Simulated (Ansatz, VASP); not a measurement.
**MgI2: VASP beside Ansatz**

```xyz
3
Lattice="-0.0469 3.7557 3.7557 3.7557 -0.0469 3.7557 3.7088 3.7088 0.0000" Properties=species:S:1:pos:R:3 pbc="T T T"
Mg    0.0000    0.0000    0.0000
I     1.8544    1.8544    1.8701
I     5.5632    5.5632    5.6414
```

Change from the starting cell: shear_xy strain -2.5%.

Alike in both runs: task single point; functional HSE06; k mesh 4 × 4 × 4; no spin polarisation.

```csv
,VASP,Ansatz
version,VASP 6.6.1,Ansatz 0.2.0
potentials or method,"VASP PAW PBE potentials, release 64 (Mg, I)","plane waves, PAW"
plane-wave cutoff (eV),520,420
occupations,"gaussian, width 0.01 eV",fixed
valence electrons in the cell,16,44
```

```csv
,VASP,Ansatz,Ansatz less VASP
gap on the k mesh at the Fermi level (eV),1.38,1.44,+0.060
pressure (GPa),-0.6,-0.4,+0.12
"traceless stress, the component that is largest in VASP (GPa)",-0.48,-0.47,+0.008
rms of the force components (eV/Å),0.006,0.005,-0.0008
```

Atom by atom the forces differ by 0.001 eV/Å (rms over components). VASP's potentials hold 16 valence electrons a cell and Ansatz's 44, so a difference there can come from the potentials and not from the codes. Ansatz's warnings: stress exchange threshold loose, stress scf threshold loose.

Spin-orbit coupling is off throughout.
